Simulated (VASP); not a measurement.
# AlNi (CsCl type) (Pm-3m) in VASP: notebook, part 2 of 2

VASP 6.6.1. The steps go on from the part before.

### 3 Single point, PBE

Input file INCAR:

```
ALGO = Normal ; EDIFF = 1E-7
ENCUT = 520 ; GGA = PE
ISIF = 2 ; ISMEAR = -1
LASPH = True ; LCHARG = False
LREAL = False ; LWAVE = False
NBANDS = 14 ; NELM = 80
PREC = Accurate ; SIGMA = 0.08
```

Input file KPOINTS:

```
k-points
0
Gamma
  14 14 14
```

Input file POSCAR:

```
AlNi
1.0
    2.8933023799      0.0000000000      0.0000000000
    0.0000000000      2.8933023799      0.0000000000
    0.0000000000      0.0000000000      2.8933023799
Ni Al
1 1
Direct
    0.0000000000      0.0000000000      0.0000000000
    0.5000000000      0.5000000000      0.5000000000
```

Potentials or basis: VASP PAW PBE potentials, release 64 (Ni, Al).

Run with:

```
> cat potpaw_PBE.64/Ni/POTCAR potpaw_PBE.64/Al/POTCAR > POTCAR
> mpirun -np 1 vasp_std > vasp.out
```

OUTCAR:

```text
EDIFF = 1E-7
   ENCUT = 520
   GGA = PE
   ISIF = 2
   ISMEAR = -1
   LASPH = True
   LREAL = False
   NELM = 80
   PREC = Accurate

 ion  position               nearest neighbor table
   1  0.000  0.000  0.000-   2 2.51   2 2.51   2 2.51   2 2.51   2 2.51   2 2.51   2 2.51   2 2.51

   2  0.500  0.500  0.500-   1 2.51   1 2.51   1 2.51   1 2.51   1 2.51   1 2.51   1 2.51   1 2.51

  LATTYP: Found a simple cubic cell.
 ALAT       =     2.8933023799

  Lattice vectors:

 A1 = (   2.8933023799,   0.0000000000,   0.0000000000)
 A2 = (   0.0000000000,   2.8933023799,   0.0000000000)
 A3 = (   0.0000000000,   0.0000000000,   2.8933023799)

Analysis of symmetry for initial positions (statically):
=====================================================================
 Subroutine PRICEL returns:
 Original cell was already a primitive cell.

 Routine SETGRP: Setting up the symmetry group for a
 simple cubic supercell.

 Subroutine GETGRP returns: Found 48 space group operations
 (whereof 48 operations were pure point group operations)
 out of a pool of 48 trial point group operations.

The static configuration has the point symmetry O_h .

Analysis of symmetry for dynamics (positions and initial velocities):
=====================================================================
 Subroutine PRICEL returns:
 Original cell was already a primitive cell.

 Routine SETGRP: Setting up the symmetry group for a
 simple cubic supercell.

 Subroutine GETGRP returns: Found 48 space group operations
 (whereof 48 operations were pure point group operations)
 out of a pool of 48 trial point group operations.

The dynamic configuration has the point symmetry O_h .

 Subroutine INISYM returns: Found 48 space group operations
 (whereof 48 operations are pure point group operations),
 and found     1 'primitive' translations

----------------------------------------------------------------------------------------

                                     Primitive cell

  volume of cell :      24.2204

  direct lattice vectors                    reciprocal lattice vectors
     2.893302380  0.000000000  0.000000000     0.345625817  0.000000000  0.000000000
     0.000000000  2.893302380  0.000000000     0.000000000  0.345625817  0.000000000
     0.000000000  0.000000000  2.893302380     0.000000000  0.000000000  0.345625817

  length of vectors
     2.893302380  2.893302380  2.893302380     0.345625817  0.345625817  0.345625817

  position of ions in fractional coordinates (direct lattice)
     0.000000000  0.000000000  0.000000000
     0.500000000  0.500000000  0.500000000

  ion indices of the primitive-cell ions
   primitive index   ion index
                 1           1
                 2           2

----------------------------------------------------------------------------------------

 KPOINTS: k-points

Automatic generation of k-mesh.
 Grid dimensions read from file:
 generate k-points for:   14   14   14

 Generating k-lattice:

  Cartesian coordinates                     Fractional coordinates (reciprocal lattice)
     0.024687558  0.000000000  0.000000000     0.071428571  0.000000000  0.000000000
     0.000000000  0.024687558  0.000000000     0.000000000  0.071428571  0.000000000
     0.000000000  0.000000000  0.024687558     0.000000000  0.000000000  0.071428571

  Length of vectors
     0.024687558  0.024687558  0.024687558

  Shift w.r.t. Gamma in fractional coordinates (k-lattice)
     0.000000000  0.000000000  0.000000000

 Subroutine IBZKPT returns following result:
 ===========================================

 Found    120 irreducible k-points:

 Following reciprocal coordinates:
            Coordinates               Weight
  0.000000  0.000000  0.000000      1.000000
  0.071429  0.000000  0.000000      6.000000
  0.142857  0.000000  0.000000      6.000000
  0.214286  0.000000  0.000000      6.000000
  0.285714  0.000000  0.000000      6.000000
  0.357143  0.000000  0.000000      6.000000
[... 16 lines left out ...]
  0.285714  0.214286  0.000000     24.000000
  0.357143  0.214286  0.000000     24.000000
 [... further k-points ...]
   k-points           NKPTS =    120   k-points in BZ     NKDIM =    120   number of bands    NBANDS=     14
   number of dos      NEDOS =    301   number of ions     NIONS =      2
   total plane-waves  NPLWV =  13824
   dimension x,y,z NGX =    24 NGY =   24 NGZ =   24
   dimension x,y,z NGXF=    48 NGYF=   48 NGZF=   48
   ions per type =               1   1
   NGX,Y,Z   is equivalent  to a cutoff of  13.79, 13.79, 13.79 a.u.
   NGXF,Y,Z  is equivalent  to a cutoff of  27.58, 27.58, 27.58 a.u.
 SYSTEM =  unknown system
   PREC   = accura    normal or accurate (medium, high low for compatibility)
   ISTART =      0    job   : 0-new  1-cont  2-samecut
   ICHARG =      2    charge: 1-file 2-atom 10-const
   ISPIN  =      1    spin polarized calculation?
   LNONCOLLINEAR =      F non collinear calculations
   LSORBIT =      F    spin-orbit coupling
   LASPH  =      T    aspherical Exc in radial PAW
   ENCUT  =  520.0 eV  38.22 Ry    6.18 a.u.   5.38  5.38  5.38*2*pi/ulx,y,z
   NELM   =     80;   NELMIN=  2; NELMDL= -5     # of ELM steps
   EDIFF  = 0.1E-06   stopping-criterion for ELM
   LREAL  =      F    real-space projection
   EDIFFG = 0.1E-05   stopping-criterion for IOM
   NSW    =      0    number of steps for IOM
   IBRION =     -1    ionic relax: 0-MD 1-quasi-New 2-CG
   NFREE  =      0    steps in history (QN), initial steepest desc. (CG)
   ISIF   =      2    stress and relaxation
   ISYM   =      2    0-nonsym 1-usesym 2-fastsym
   POTIM  = 0.5000    time-step for ionic-motion
   TEBEG  =    0.0;   TEEND  =   0.0 temperature during run
   PSTRESS=    0.0 pullay stress
   NELECT =      13.0000    total number of electrons
   NUPDOWN=      -1.0000    fix difference up-down
   EMIN   =  10.00;   EMAX   =-10.00  energy-range for DOS
   EFERMI =   0.00;   METHOD = LEGACY
   ISMEAR =    -1;   SIGMA  =   0.08  broadening in eV -4-tet -1-fermi 0-gaus
   EFERMI_NEDOS =   21; number of points for ismear=-14 and -15
   IALGO  =     38    algorithm
   IMIX   =      4    mixing-type and parameters
     AMIX     =   0.40;   BMIX     =  1.00
     AMIX_MAG =   1.60;   BMIX_MAG =  1.00
  volume/ion in A,a.u.               =      12.11        81.72
  Fermi-wavevector in a.u.,A,eV,Ry     =   1.330441  2.514168 24.083291  1.770072
  Thomas-Fermi vector in A             =   2.459527
   LORBIT       =      0    0 simple, 1 ext, 2 COOP (PROOUT), +10 PAW based schemes
   GGA     = PE    functional components
   LHFCALC =     F    Hartree Fock is set to
   AEXX    =    0.0000 exact exchange contribution
   IVDW    =     0    specifies the selected vdW correction
   LEPSILON=     F    determine dielectric tensor
   LRPA    =     F    only Hartree local field effects (RPA)
 non-spin polarized calculation
  energy-cutoff  :      520.00
  volume of cell :       24.22
 maximum number of plane-waves:       672
 NGX is ok and might be reduce to    24
   NGX = 11   NGY = 11   NGZ = 11

 number of electron      13.0000013 magnetization

 Free energy of the ion-electron system (eV)
  ---------------------------------------------------
  ext. energy  EPLUGINS =         0.00000000
  ---------------------------------------------------
  free energy    TOTEN  =       -10.54717005 eV

  energy without entropy =      -10.52810056  energy(sigma->0) =      -10.53763530

 E-fermi :   9.8446     XC(G=0): -11.9871

 val. band max:        9.8149887519   @ k =   0.3571   0.1429   0.1429
 cond. band min:       9.8603464433   @ k =   0.3571   0.2857   0.0714
 fundamental gap:      0.0453576914
 Fermi energy:         9.8445643576

 k-point     1 :       0.0000    0.0000    0.0000
  band No.  band energies     occupation
      1      -1.1866      2.00000
      2       6.6910      2.00000
      3       6.6910      2.00000
      4       8.3406      2.00000
      5       8.3406      2.00000
      6       8.3406      2.00000
      7      15.3039      0.00000
      8      15.3039      0.00000
      9      15.3039      0.00000
     10      17.9412      0.00000
     11      17.9412      0.00000
     12      23.3719      0.00000
     13      30.6369      0.00000
     14      30.6369      0.00000
[... 375 lines left out ...]
 k-point    24 :       0.3571    0.2143    0.0000
  band No.  band energies     occupation
      1       1.8239      2.00000
      2       5.6727      2.00000
      3       7.0574      2.00000
      4       7.5797      2.00000
      5       7.8230      2.00000
      6       8.1544      2.00000
      7       9.7469      1.54445
      8      13.5487      0.00000
      9      17.6298      0.00000
     10      18.9118      0.00000
     11      21.3000      0.00000
     12      23.5760      0.00000
     13      25.8231      0.00000
     14      27.2975      0.00000

 [... further k-points ...]
[... 5 lines left out ...]
  --------------------------------------------------------------------------------------
  -------------------------------------------------------------------------------------
  Total        0.0028748      0.0028748      0.0028748      0.0000000      0.0000000     -0.0000000
  in kB        0.1901664      0.1901664      0.1901664      0.0000000      0.0000000     -0.0000000
  external PRESSURE =       0.1901664 kB  Pullay stress =       0.0000000 kB

 VOLUME and BASIS-vectors are now :
 -----------------------------------------------------------------------------
  energy-cutoff  :      520.00
  volume of cell :       24.22
      direct lattice vectors                 reciprocal lattice vectors
     2.893302380  0.000000000  0.000000000     0.345625817  0.000000000  0.000000000
     0.000000000  2.893302380  0.000000000     0.000000000  0.345625817  0.000000000
     0.000000000  0.000000000  2.893302380     0.000000000  0.000000000  0.345625817

 POSITION                                       TOTAL-FORCE (eV/Angst)
 -----------------------------------------------------------------------------------
      0.00000      0.00000      0.00000         0.000000      0.000000      0.000000
      1.44665      1.44665      1.44665         0.000000      0.000000      0.000000
 -----------------------------------------------------------------------------------
    total drift:                                0.000000      0.000000      0.000000

  FREE ENERGIE OF THE ION-ELECTRON SYSTEM (eV)
  ---------------------------------------------------
  free  energy   TOTEN  =       -10.5471700482 eV

  energy  without entropy=      -10.5281005599  energy(sigma->0) =      -10.53763530
```

OSZICAR:

```text
N       E                     dE             d eps       ncg     rms          rms(c)
DAV:   1     0.408941306785E+02    0.40894E+02   -0.54495E+03  3416   0.978E+02
DAV:   2    -0.102532055056E+02   -0.51147E+02   -0.46416E+02  3600   0.179E+02
DAV:   3    -0.119492008877E+02   -0.16960E+01   -0.16824E+01  4266   0.361E+01
DAV:   4    -0.119723467002E+02   -0.23146E-01   -0.23140E-01  4116   0.387E+00
DAV:   5    -0.119730678935E+02   -0.72119E-03   -0.72118E-03  4244   0.731E-01    0.118E+01
DAV:   6    -0.139314523795E+02   -0.19584E+01   -0.46147E+01  3918   0.939E+01    0.158E+01
DAV:   7    -0.105741193519E+02    0.33573E+01   -0.13716E+01  3966   0.562E+01    0.102E+00
DAV:   8    -0.105607114073E+02    0.13408E-01   -0.29382E-01  4270   0.570E+00    0.973E-01
DAV:   9    -0.105474893110E+02    0.13222E-01   -0.44382E-02  4286   0.270E+00    0.188E-01
DAV:  10    -0.105471707472E+02    0.31856E-03   -0.15524E-03  4624   0.523E-01    0.684E-02
DAV:  11    -0.105471712525E+02   -0.50532E-06   -0.43611E-05  4092   0.511E-02    0.122E-02
DAV:  12    -0.105471704030E+02    0.84947E-06   -0.25768E-06  4340   0.227E-02    0.372E-03
DAV:  13    -0.105471700477E+02    0.35528E-06   -0.13515E-07  2678   0.527E-03    0.124E-03
DAV:  14    -0.105471700482E+02   -0.44406E-09   -0.12023E-07  2244   0.475E-03
   1 F= -.10547170E+02 E0= -.10537635E+02  d E =-.190695E-01
```

stdout:

```text
POSCAR found type information on POSCAR NiAl
 POSCAR found :  2 types and       2 ions
 scaLAPACK will be used
 LDA part: xc-table for (Slater+PW92), standard interpolation
 POSCAR, INCAR and KPOINTS ok, starting setup
 FFT: planning ... GRIDC
 FFT: planning ... GRID_SOFT
 FFT: planning ... GRID
 WAVECAR not read
 entering main loop
```

It took 15 s on 1 thread of Intel Xeon 6975P-C, shared host; peak memory 0.17 GiB.

Results:

```
Free energy : -10.5472 eV
Pressure    : 0.0 GPa
```

Levels at points of the mesh, in eV from the Fermi level:
```
           k point  band 5  band 6  band 7  band 8  band 9  band 10
(0.00, 0.00, 0.00)   -1.50   -1.50    5.46    5.46    5.46     8.10
(0.50, 0.00, 0.00)   -2.19   -1.42   -0.63    8.28    9.97     9.97
(0.50, 0.50, 0.00)   -2.02   -2.02   -0.99    1.47    2.42    12.15
(0.50, 0.50, 0.50)   -0.96    2.03    2.03    2.03    3.59     4.40
```

### 4 Relaxation of cell and atoms, PBE, target pressure 0.0033 GPa, at which the enthalpy is minimised

Input file INCAR:

```
SYSTEM = AlNi
PREC     = Accurate       ! precision mode
ENCUT    = 600            ! plane-wave cutoff, eV
EDIFF    = 1E-6           ! SCF threshold, eV
ISMEAR   = -1             ! smearing method
SIGMA    = 0.08           ! smearing width, eV
LREAL    = .FALSE.        ! projectors in reciprocal space
LASPH    = .TRUE.         ! aspherical terms in the spheres
NELM     = 100            ! most SCF steps
ALGO     = Normal         ! electronic algorithm
ISIF     = 3              ! what is computed and relaxed
LWAVE    = .FALSE.        ! write WAVECAR
LCHARG   = .FALSE.        ! write CHGCAR
GGA      = PE             ! functional
IBRION   = 2              ! ionic algorithm
NSW      = 32             ! ionic steps
EDIFFG   = -0.005         ! ionic threshold
PSTRESS  = 0.033
```

Input file KPOINTS:

```
regular mesh
0
G
  14 14 14
  0 0 0
```

Input file POSCAR:

```
AlNi
1.0
    2.8935726080      0.0000000000      0.0000000000
    0.0000000000      2.8935726080      0.0000000000
    0.0000000000      0.0000000000      2.8935726080
Ni Al
1 1
Direct
    0.0000000000      0.0000000000      0.0000000000
    0.5000000000      0.5000000000      0.5000000000
```

Run with:

```
> cat potpaw_PBE.64/Ni/POTCAR potpaw_PBE.64/Al/POTCAR > POTCAR
> mpirun -np 1 vasp_std > vasp.out
```

Wall time 16 s (1 thread of Intel Xeon 6975P-C, shared host); peak memory 0.17 GiB.

It converged, with:

```yaml
Free_energy: -10.5470 eV
Pressure_after_relaxing: 0.0 GPa
```

Final structure:
```
Ni Al
1.0
     2.89357    0.00000    0.00000
     0.00000    2.89357    0.00000
     0.00000    0.00000    2.89357
Ni Al
1 1
Direct
  0.00000 0.00000 0.00000
  0.50000 0.50000 0.50000
```

Levels at points of the mesh, in eV from the Fermi level:
| k point | band 4 | band 5 | band 6 | band 7 | band 8 | band 9 | band 10 |
| --- | --- | --- | --- | --- | --- | --- | --- |
| (0.00, 0.00, 0.00) | -1.50 | -1.50 | -1.50 | 5.46 | 5.46 | 5.46 | 8.10 |
| (0.50, 0.00, 0.00) | -2.19 | -2.19 | -1.42 | -0.63 | 8.28 | 9.97 | 9.97 |
| (0.50, 0.50, 0.00) | -2.83 | -2.02 | -2.02 | -0.99 | 1.47 | 2.42 | 12.14 |
| (0.50, 0.50, 0.50) | -0.96 | -0.96 | 2.03 | 2.03 | 2.03 | 3.59 | 4.40 |

Caveat: the relaxation stopped at its first step, so nothing moved; the cell is relaxed towards a set pressure, so the enthalpy falls and the energy may rise.

### 5 Relaxation of cell and atoms, PBE, target pressure 0.0033 GPa, at which the enthalpy is minimised

This run uses another cell than the first one, of 13.34 Å³/atom, 1.101 times its volume.

Input file INCAR:

```
ALGO     = Normal         # electronic algorithm
EDIFF    = 1E-6           # SCF threshold, eV
EDIFFG   = -0.005         # ionic threshold
ENCUT    = 600            # plane-wave cutoff, eV
GGA      = PE             # functional
IBRION   = 2              # ionic algorithm
ISIF     = 3              # what is computed and relaxed
ISMEAR   = -1             # smearing method
LASPH    = True           # aspherical terms in the spheres
LCHARG   = False          # write CHGCAR
LREAL    = False          # projectors in reciprocal space
LWAVE    = False          # write WAVECAR
NELM     = 100            # most SCF steps
NSW      = 60             # ionic steps
PREC     = Accurate       # precision mode
PSTRESS  = 0.033        
SIGMA    = 0.08           # smearing width, eV
```

Input file KPOINTS:

```
k-points
0
Gamma
  14 14 14
```

Input file POSCAR:

```
AlNi
1.0
    2.9878041614      0.0000000000      0.0000000000
    0.0000000000      2.9878041614      0.0000000000
    0.0000000000      0.0000000000      2.9878041614
Ni Al
1 1
Direct
    0.0000000000      0.0000000000      0.0000000000
    0.5000000000      0.5000000000      0.5000000000
```

Run with:

```
> cat potpaw_PBE.64/Ni/POTCAR potpaw_PBE.64/Al/POTCAR > POTCAR
> mpirun -np 1 vasp_std > vasp.out
```

Wall time 58 s (1 thread of Intel Xeon Platinum 8259CL at 2.50GHz (Skylake/Cascade Lake), shared host); peak memory 0.18 GiB.

It converged, with:

* Free energy: -10.5477 eV
* Relaxed volume: 12.11 Å³/atom
* Relaxed cell: a = 2.893 Å, b = 2.893 Å, c = 2.893 Å, α = 90.00°, β = 90.00°, γ = 90.00°
* Space group after relaxing (to 0.05 Å): Pm-3m (No. 221)
* Energy change on relaxing (the enthalpy is what falls): -51.7 meV/atom
* Ionic steps: 6
* Pressure after relaxing: 0.0 GPa

The path:
| step | energy change (eV) | largest force (eV/Å) | pressure (GPa) | volume (Å³) |
| --- | --- | --- | --- | --- |
| 1 | 0.0000 | 0.0000 | -12.37 | 26.67 |
| 2 | -0.0635 | 0.0000 | 10.08 | 22.89 |
| 3 | -0.1034 | 0.0000 | -0.07 | 24.23 |
| 4 | -0.1034 | 0.0000 | 0.26 | 24.18 |
| 5 | -0.1034 | 0.0000 | -0.12 | 24.24 |
| 6 | -0.1034 | 0.0000 | 0.01 | 24.22 |

Final structure:
```xyz
2
Lattice="2.8932 0.0000 0.0000 0.0000 2.8932 0.0000 0.0000 0.0000 2.8932" Properties=species:S:1:pos:R:3 pbc="T T T"
Ni    0.0000    0.0000    0.0000
Al    1.4466    1.4466    1.4466
```

Levels at points of the mesh, in eV from the Fermi level:
```
           k point  band 4  band 5  band 6  band 7  band 8  band 9  band 10
(0.00, 0.00, 0.00)   -1.50   -1.50   -1.50    5.46    5.46    5.46     8.10
(0.50, 0.00, 0.00)   -2.20   -2.20   -1.42   -0.63    8.28    9.97     9.97
(0.50, 0.50, 0.00)   -2.84   -2.02   -2.02   -0.99    1.47    2.42    12.15
(0.50, 0.50, 0.50)   -0.96   -0.96    2.03    2.03    2.03    3.59     4.40
```

Caveat: the cell is relaxed towards a set pressure, so the enthalpy falls and the energy may rise.

### 6 Summary

```tsv
task	cell	cutoff (eV)	gap on the mesh (eV)	pressure (GPa)
single point	a = 2.894 Å, 2 atoms	520	none	-0.1
single point	a = 2.893 Å, 2 atoms	520	none	0.0
relaxation of cell and atoms	relaxed to 0.0033 GPa from a = 2.894 Å, 2 atoms	600	none	0.0
relaxation of cell and atoms	relaxed to 0.0033 GPa from a = 2.988 Å, 2 atoms	600	none	0.0
```

Alike in all rows: level PBE; potentials or basis VASP PAW PBE potentials, release 64 (Ni, Al); no spin polarisation; k mesh 14 × 14 × 14; smearing fermi-dirac 0.08 eV.

Caveats: the cell is relaxed towards a set pressure, so the enthalpy falls and the energy may rise (some runs); the relaxation stopped at its first step, so nothing moved (some runs).

Absolute energies hang on the potentials; compare differences alone.
